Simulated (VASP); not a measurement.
Set up this calculation in VASP 6.6.1, as the native input.

- Task: single point
- Functional: PBE
- Potentials or basis: VASP PAW PBE potentials, release 64 (Cd, Se)
- Cutoff: 520 eV
- k mesh: 6 × 6 × 6
- Occupations: gaussian, width 0.01 eV
- Spin: no spin polarisation
- Dipole correction: no
- Further INCAR settings: ALGO = Normal; EDIFF = 1e-07; NBANDS = 16

The structure of CdSe lies in POSCAR:

```
CdSe
1.0
    0.0000000000      3.0678017003      3.0678017003
    3.0678017003      0.0000000000      3.0678017003
    3.0678017003      3.0678017003      0.0000000000
Cd Se
1 1
Direct
    0.0000000000      0.0000000000      0.0000000000
    0.7500000000      0.7500000000      0.7500000000
```

The input as run:

INCAR

```
PREC     = Accurate       # precision mode
ENCUT    = 520            # plane-wave cutoff, eV
EDIFF    = 1E-7           # SCF threshold, eV
ISMEAR   = 0              # smearing method
SIGMA    = 0.01           # smearing width, eV
LREAL    = F              # projectors in reciprocal space
LASPH    = T              # aspherical terms in the spheres
NELM     = 60             # most SCF steps
ALGO     = Normal         # electronic algorithm
ISIF     = 2              # what is computed and relaxed
LWAVE    = F              # write WAVECAR
LCHARG   = T              # write CHGCAR
GGA      = PE             # functional
LELF     = T              # ELF
LVHAR    = T            
NBANDS   = 16             # bands
```

KPOINTS

```
regular mesh
0
Gamma
  6 6 6
```

Potentials or basis: VASP PAW PBE potentials, release 64 (Cd, Se).

The run is started by

```sh
$ cat potpaw_PBE.64/Cd/POTCAR potpaw_PBE.64/Se/POTCAR > POTCAR
$ mpirun -np 1 vasp_std > vasp.out
```

It gave:

```
Pressure               : 1.7 GPa
Band gap on the k mesh : 0.55 eV, direct
```

Wall time 9 s on 1 thread of Intel(R) Xeon(R) 6975P-C (Granite Rapids), on a shared host, peak memory 0.18 GiB.
